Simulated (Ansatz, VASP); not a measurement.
**Cu: VASP beside Ansatz**

```
Cu
1.0
    -1.44279    1.44279    1.37608
     1.44279   -1.44279    1.37608
     1.44279    1.44279   -1.37608
Cu
1
Direct
  0.00000 0.00000 0.00000
```

Alike in both runs: task single point; functional PBE; k mesh 20 × 20 × 20; occupations gaussian, width 0.05 eV; no spin polarisation.

|  | VASP | Ansatz |
| --- | --- | --- |
| version | VASP 6.6.1 | Ansatz 0.2.0 |
| potentials or method | VASP PAW PBE potentials, release 64 (Cu), cutoff 520 eV | scalar-relativistic, plane waves, PAW |
| valence electrons in the cell | 11 | 19 |

VASP gave:

| Item | Value |
| --- | --- |
| pressure (GPa) | 7.8 |
| traceless stress, the component that is largest in VASP (GPa) | -0.37 |

Task: Estimate Ansatz's values.

Result: Pressure (GPa): 7.3; traceless stress, the component that is largest in VASP (GPa): -0.38.

The functional is the same, so the differences come from potentials, cutoffs and numerics. VASP's potentials hold 11 valence electrons a cell and Ansatz's 19, so a difference there can come from the potentials and not from the codes.
